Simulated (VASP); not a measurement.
# MgO (P6_3mc) in VASP: a series of runs

MgO is run at these levels: PBE; tasks: single point, relaxation of cell and atoms.

Program: VASP 6.6.1. These are calculated values, not measurements. Logs are shortened: lines on timing, memory, paths and dates and some standing lists are left out, and cuts for length are marked.

## Step 1: The cell of the first run

The structure is hexagonal, space group P6_3mc (No. 186). The conventional cell has a = 3.530 Å, b = 3.530 Å, c = 4.074 Å, α = 90.00°, β = 90.00°, γ = 120.00°. Within 1.9 Å of Mg (site symmetry 3m) lie 1 O at 1.39 Å. O (site symmetry 3m) has 1 Mg at 1.39 Å within 1.9 Å.

## Step 2: Single point, PBE

INCAR reads:

```
PREC = Accurate ; ENCUT = 520
EDIFF = 1E-6 ; ISMEAR = 0
SIGMA = 0.1 ; LREAL = F
LASPH = T ; NELM = 80
ALGO = Normal ; ISIF = 2
LWAVE = F ; LCHARG = F
GGA = PE ; NBANDS = 16
```

KPOINTS reads:

```
regular mesh
0
Gamma
  6 6 4
```

POSCAR reads:

```
MgO
1.0
    3.5298795000      0.0000000000      0.0000000000
   -1.7649397500      3.0569653200      0.0000000000
    0.0000000000      0.0000000000      4.0737778000
Mg O
2 2
Direct
    0.6666666700      0.3333333300      0.8289843800
    0.3333333300      0.6666666700      0.3289843800
    0.6666666700      0.3333333300      0.1710156200
    0.3333333300      0.6666666700      0.6710156200
```

Potentials or basis: VASP PAW PBE potentials, release 64 (Mg, O).

Started as:

```
cat potpaw_PBE.64/Mg/POTCAR potpaw_PBE.64/O/POTCAR > POTCAR
mpirun -np 1 vasp_std > vasp.out
```

OUTCAR:

```text
PREC = Accurate
   ENCUT = 520
   EDIFF = 1E-6
   ISMEAR = 0
   LREAL = F
   LASPH = T
   NELM = 80
   ISIF = 2
   GGA = PE

 ion  position               nearest neighbor table
   1  0.667  0.333  0.829-   3 1.39   4 2.14   4 2.14   4 2.14   3 2.68   2 2.88   2 2.88   2 2.88
                             2 2.88   2 2.88   2 2.88
   2  0.333  0.667  0.329-   4 1.39   3 2.14   3 2.14   3 2.14   4 2.68   1 2.88   1 2.88   1 2.88
                             1 2.88   1 2.88   1 2.88
   3  0.667  0.333  0.171-   1 1.39   2 2.14   2 2.14   2 2.14   1 2.68
   4  0.333  0.667  0.671-   2 1.39   1 2.14   1 2.14   1 2.14   2 2.68

 -----------------------------------------------------------------------------
|                                                                             |
|           W    W    AA    RRRRR   N    N  II  N    N   GGGG   !!!           |
|           W    W   A  A   R    R  NN   N  II  NN   N  G    G  !!!           |
|           W    W  A    A  R    R  N N  N  II  N N  N  G       !!!           |
|           W WW W  AAAAAA  RRRRR   N  N N  II  N  N N  G  GGG   !            |
|           WW  WW  A    A  R   R   N   NN  II  N   NN  G    G                |
|           W    W  A    A  R    R  N    N  II  N    N   GGGG   !!!           |
|                                                                             |
|     The distance between some ions is very small. Please check the          |
|     nearest-neighbor list in the OUTCAR file.                               |
|     I HOPE YOU KNOW WHAT YOU ARE DOING!                                     |
|                                                                             |
 -----------------------------------------------------------------------------

  LATTYP: Found a hexagonal cell.
 ALAT       =     3.5298795000
 C/A-ratio  =     1.1540840983

  Lattice vectors:

 A1 = (   3.5298795000,   0.0000000000,   0.0000000000)
 A2 = (  -1.7649397500,   3.0569653200,   0.0000000000)
 A3 = (   0.0000000000,   0.0000000000,   4.0737778000)

Analysis of symmetry for initial positions (statically):
=====================================================================
 Subroutine PRICEL returns:
 Original cell was already a primitive cell.

 Routine SETGRP: Setting up the symmetry group for a
 hexagonal supercell.

 Subroutine GETGRP returns: Found 12 space group operations
 (whereof  6 operations were pure point group operations)
 out of a pool of 24 trial point group operations.

The static configuration has the point symmetry C_3v.
 The point group associated with its full space group is C_6v.

Analysis of symmetry for dynamics (positions and initial velocities):
=====================================================================
 Subroutine PRICEL returns:
 Original cell was already a primitive cell.

 Routine SETGRP: Setting up the symmetry group for a
 hexagonal supercell.

 Subroutine GETGRP returns: Found 12 space group operations
 (whereof  6 operations were pure point group operations)
 out of a pool of 24 trial point group operations.

The dynamic configuration has the point symmetry C_3v.
 The point group associated with its full space group is C_6v.

 Subroutine INISYM returns: Found 12 space group operations
 (whereof  6 operations are pure point group operations),
 and found     1 'primitive' translations

----------------------------------------------------------------------------------------

                                     Primitive cell

  volume of cell :      43.9590

  direct lattice vectors                    reciprocal lattice vectors
     3.529879500  0.000000000  0.000000000     0.283295790  0.163560900  0.000000000
    -1.764939750  3.056965320  0.000000000     0.000000000  0.327121801  0.000000000
     0.000000000  0.000000000  4.073777800     0.000000000  0.000000000  0.245472397

  length of vectors
     3.529879500  3.529879501  4.073777800     0.327121801  0.327121801  0.245472397

  position of ions in fractional coordinates (direct lattice)
     0.666666670  0.333333330  0.828984380
     0.333333330  0.666666670  0.328984380
     0.666666670  0.333333330  0.171015620
     0.333333330  0.666666670  0.671015620

  ion indices of the primitive-cell ions
   primitive index   ion index
                 1           1
                 2           2
                 3           3
                 4           4

----------------------------------------------------------------------------------------

 KPOINTS: regular mesh

Automatic generation of k-mesh.
 Grid dimensions read from file:
 generate k-points for:    6    6    4

 Generating k-lattice:

  Cartesian coordinates                     Fractional coordinates (reciprocal lattice)
     0.047215965  0.027260150  0.000000000     0.166666667  0.000000000  0.000000000
     0.000000000  0.054520300  0.000000000     0.000000000  0.166666667  0.000000000
     0.000000000  0.000000000  0.061368099     0.000000000  0.000000000  0.250000000

  Length of vectors
     0.054520300  0.054520300  0.061368099

  Shift w.r.t. Gamma in fractional coordinates (k-lattice)
     0.000000000  0.000000000  0.000000000

 Subroutine IBZKPT returns following result:
 ===========================================

 Found     21 irreducible k-points:

 Following reciprocal coordinates:
            Coordinates               Weight
  0.000000  0.000000  0.000000      1.000000
  0.166667 -0.000000  0.000000      6.000000
  0.333333  0.000000  0.000000      6.000000
  0.500000  0.000000  0.000000      3.000000
  0.166667  0.166667  0.000000      6.000000
  0.333333  0.166667  0.000000     12.000000
[... 13 lines left out ...]
  0.333333  0.166667  0.500000     12.000000
  0.333333  0.333333  0.500000      2.000000
   k-points           NKPTS =     21   k-points in BZ     NKDIM =     21   number of bands    NBANDS=     16
   number of dos      NEDOS =    301   number of ions     NIONS =      4
   total plane-waves  NPLWV =  23520
   dimension x,y,z NGX =    28 NGY =   28 NGZ =   30
   dimension x,y,z NGXF=    56 NGYF=   56 NGZF=   60
   ions per type =               2   2
   NGX,Y,Z   is equivalent  to a cutoff of  13.19, 13.19, 12.24 a.u.
   NGXF,Y,Z  is equivalent  to a cutoff of  26.37, 26.37, 24.49 a.u.
 SYSTEM =  unknown system
   PREC   = accura    normal or accurate (medium, high low for compatibility)
   ISTART =      0    job   : 0-new  1-cont  2-samecut
   ICHARG =      2    charge: 1-file 2-atom 10-const
   ISPIN  =      1    spin polarized calculation?
   LNONCOLLINEAR =      F non collinear calculations
   LSORBIT =      F    spin-orbit coupling
   LASPH  =      T    aspherical Exc in radial PAW
   ENCUT  =  520.0 eV  38.22 Ry    6.18 a.u.   6.56  6.56  7.57*2*pi/ulx,y,z
   NELM   =     80;   NELMIN=  2; NELMDL= -5     # of ELM steps
   EDIFF  = 0.1E-05   stopping-criterion for ELM
   LREAL  =      F    real-space projection
   EDIFFG = 0.1E-04   stopping-criterion for IOM
   NSW    =      0    number of steps for IOM
   IBRION =     -1    ionic relax: 0-MD 1-quasi-New 2-CG
   NFREE  =      0    steps in history (QN), initial steepest desc. (CG)
   ISIF   =      2    stress and relaxation
   ISYM   =      2    0-nonsym 1-usesym 2-fastsym
   POTIM  = 0.5000    time-step for ionic-motion
   TEBEG  =    0.0;   TEEND  =   0.0 temperature during run
   PSTRESS=    0.0 pullay stress
   NELECT =      16.0000    total number of electrons
   NUPDOWN=      -1.0000    fix difference up-down
   EMIN   =  10.00;   EMAX   =-10.00  energy-range for DOS
   EFERMI =   0.00;   METHOD = LEGACY
   ISMEAR =     0;   SIGMA  =   0.10  broadening in eV -4-tet -1-fermi 0-gaus
   EFERMI_NEDOS =   21; number of points for ismear=-14 and -15
   IALGO  =     38    algorithm
   IMIX   =      4    mixing-type and parameters
     AMIX     =   0.40;   BMIX     =  1.00
     AMIX_MAG =   1.60;   BMIX_MAG =  1.00
  volume/ion in A,a.u.               =      10.99        74.16
  Fermi-wavevector in a.u.,A,eV,Ry     =   1.168868  2.208841 18.589002  1.366253
  Thomas-Fermi vector in A             =   2.305349
   LORBIT       =      0    0 simple, 1 ext, 2 COOP (PROOUT), +10 PAW based schemes
   GGA     = PE    functional components
   LHFCALC =     F    Hartree Fock is set to
   AEXX    =    0.0000 exact exchange contribution
   IVDW    =     0    specifies the selected vdW correction
   LEPSILON=     F    determine dielectric tensor
   LRPA    =     F    only Hartree local field effects (RPA)
 non-spin polarized calculation
 Gauss-broadening in eV      SIGMA  =   0.10
  energy-cutoff  :      520.00
  volume of cell :       43.96
 maximum number of plane-waves:      1204
 NGX is ok and might be reduce to    28
   NGX = 13   NGY = 13   NGZ = 15

 number of electron      15.9999997 magnetization

 Free energy of the ion-electron system (eV)
  ---------------------------------------------------
  ext. energy  EPLUGINS =         0.00000000
  ---------------------------------------------------
  free energy    TOTEN  =       -13.95833835 eV

  energy without entropy =      -13.95833835  energy(sigma->0) =      -13.95833835

 E-fermi :   2.2979     XC(G=0):  -9.8961

 val. band max:        1.8598430784   @ k =   0.1667  -0.0000   0.0000
 cond. band min:       5.1891112103   @ k =   0.0000   0.0000   0.0000
 fundamental gap:      3.3292681319
 Fermi energy:         2.2978912563

 k-point     1 :       0.0000    0.0000    0.0000
  band No.  band energies     occupation
      1     -14.9384      2.00000
      2     -13.6134      2.00000
      3      -0.5783      2.00000
      4       0.0270      2.00000
      5       0.0270      2.00000
      6       0.7498      2.00000
[... 8 lines left out ...]
     15      17.2848      0.00000
     16      17.8106      0.00000

 k-point     2 :       0.1667   -0.0000    0.0000
  band No.  band energies     occupation
      1     -14.8175      2.00000
      2     -13.6451      2.00000
      3      -0.5717      2.00000
      4      -0.2677      2.00000
      5      -0.1670      2.00000
      6       0.2131      2.00000
[... 8 lines left out ...]
     15      17.4965      0.00000
     16      18.0926      0.00000
[... 330 lines left out ...]
      5      -0.3017      2.00000
      6      -0.3017      2.00000
[... 8 lines left out ...]
     15      19.0739      0.00000
     16      19.0739      0.00000

 k-point    21 :       0.3333    0.3333    0.5000
  band No.  band energies     occupation
      1     -13.9860      2.00000
      2     -13.9860      2.00000
      3      -1.5460      2.00000
      4      -1.5460      2.00000
      5      -0.7755      2.00000
      6      -0.7755      2.00000
[... 8 lines left out ...]
     15      20.8292      0.00000
     16      20.8292      0.00000

------------------------ aborting loop because EDIFF is reached ----------------------------------------

  FORCE on cell =-STRESS in cart. coord.  units (eV):
  Direction    XX          YY          ZZ          XY          YZ          ZX
  --------------------------------------------------------------------------------------
  -------------------------------------------------------------------------------------
  Total       -1.8757170     -1.8757170     74.6672834      0.0000000     -0.0000000     -0.0000000
  in kB      -68.3644241    -68.3644241   2721.4051614      0.0000000     -0.0000000     -0.0000000
  external PRESSURE =     861.5587710 kB  Pullay stress =       0.0000000 kB

 VOLUME and BASIS-vectors are now :
 -----------------------------------------------------------------------------
  energy-cutoff  :      520.00
  volume of cell :       43.96
      direct lattice vectors                 reciprocal lattice vectors
     3.529879500  0.000000000  0.000000000     0.283295790  0.163560900  0.000000000
    -1.764939750  3.056965320  0.000000000     0.000000000  0.327121801  0.000000000
     0.000000000  0.000000000  4.073777800     0.000000000  0.000000000  0.245472397

 POSITION                                       TOTAL-FORCE (eV/Angst)
 -----------------------------------------------------------------------------------
      1.76494      1.01899      3.37710         0.000000     -0.000000    -26.878650
     -0.00000      2.03798      1.34021         0.000000      0.000000    -26.878650
      1.76494      1.01899      0.69668        -0.000000     -0.000000     26.878650
     -0.00000      2.03798      2.73357         0.000000      0.000000     26.878650
 -----------------------------------------------------------------------------------
    total drift:                                0.000004     -0.000002     -0.000570

  FREE ENERGIE OF THE ION-ELECTRON SYSTEM (eV)
  ---------------------------------------------------
  free  energy   TOTEN  =       -13.9583383517 eV

  energy  without entropy=      -13.9583383517  energy(sigma->0) =      -13.95833835
```

Run time: 7.7 s. Hardware: 1 thread of Intel Xeon 6975P-C (Granite Rapids), shared host; peak memory 0.16 GiB.

Results:

| Property | Result |
| --- | --- |
| Free energy | -13.9583 eV |
| Pressure | 86.2 GPa |
| Largest force | 26.879 eV/Å |
| Band gap on the k mesh | 3.33 eV (least direct gap 3.38 eV) |

Forces on the atoms (eV/Å):
```
Mg    0.000   0.000 -26.879
Mg    0.000   0.000 -26.879
O     0.000   0.000  26.879
O     0.000   0.000  26.879
```

Levels at points of the mesh, in eV from the valence-band top:
```tsv
k point	band 5	band 6	band 7	band 8	band 9	band 10	band 11	band 12
(0.00, 0.00, 0.00)	-1.83	-1.11	-1.11	-0.05	3.33	8.35	11.86	11.94
(0.50, 0.00, 0.00)	-2.36	-1.34	-0.97	-0.52	6.72	8.62	10.28	10.62
(0.00, 0.00, 0.50)	-1.49	-1.49	-1.49	-1.49	5.90	5.90	12.68	12.68
(0.50, 0.00, 0.50)	-1.78	-1.78	-0.52	-0.52	7.33	7.33	10.73	10.73
```

Caveat: atoms lie so close that the PAW spheres overlap strongly, which falsifies energies and pressures; the cell stands under pressure; forces of over 1 eV/Å act on the atoms, so gaps and moduli don't describe the material at rest. A k mesh can miss the band edges.

## Step 3: Relaxation of cell and atoms, PBE

INCAR reads:

```
PREC = Accurate
ENCUT = 600
EDIFF = 1E-6
ISMEAR = 0
SIGMA = 0.1
LREAL = False
LASPH = True
NELM = 60
ALGO = Normal
ISIF = 3
LWAVE = False
LCHARG = False
GGA = PE
IBRION = 2
NSW = 90
EDIFFG = -0.04
```

KPOINTS is that of step 2.

POSCAR is that of step 2.

Potentials or basis: VASP PAW PBE potentials, release 64 (Mg, O).

Started as:

```
cat potpaw_PBE.64/Mg/POTCAR potpaw_PBE.64/O/POTCAR > POTCAR
mpirun -np 1 vasp_std > vasp.out
```

It took 2.6 min on 1 thread of Intel Xeon 6975P-C (Granite Rapids), shared host; peak memory 0.18 GiB.

It converged, with:

```
Free energy                           : -23.6789 eV
Relaxed volume                        : 11.33 Å³/atom
Relaxed cell                          : a = 3.516 Å, b = 3.516 Å, c = 4.233 Å, α = 90.00°, β = 90.00°, γ = 120.00°
Space group after relaxing (to 0.1 Å) : P6_3/mmc (No. 194)
Pressure after relaxing               : -0.2 GPa
Largest force after relaxing          : 0.005 eV/Å
Band gap on the k mesh                : 3.28 eV
```

Forces on the atoms (eV/Å):
```
Mg   0.000  0.000  0.005
Mg   0.000  0.000  0.005
O    0.000  0.000 -0.005
O    0.000  0.000 -0.005
```

Stress tensor (GPa, compression positive):
```
-0.14  0.00  0.00
 0.00 -0.14  0.00
 0.00  0.00 -0.22
```

Final structure:
```
CELL_PARAMETERS angstrom
3.51604 0.00000 0.00000
-1.75802 3.04498 0.00000
0.00000 0.00000 4.23259
ATOMIC_POSITIONS crystal
Mg 0.66667 0.33333 0.74986
Mg 0.33333 0.66667 0.24986
O 0.66667 0.33333 0.25014
O 0.33333 0.66667 0.75014
```

Levels at points of the mesh, in eV from the valence-band top:
```
           k point  band 5  band 6  band 7  band 8  band 9  band 10  band 11  band 12
(0.00, 0.00, 0.00)   -1.68   -0.78   -0.78    0.00    3.28     9.22    11.98    12.36
(0.50, 0.00, 0.00)   -2.27   -1.94   -1.26   -0.52    6.92     8.78     9.75    11.76
(0.00, 0.00, 0.50)   -1.25   -1.25   -1.25   -1.25    6.30     6.30    12.73    12.73
(0.50, 0.00, 0.50)   -1.49   -1.49   -0.79   -0.79    7.22     7.22    11.63    11.63
```
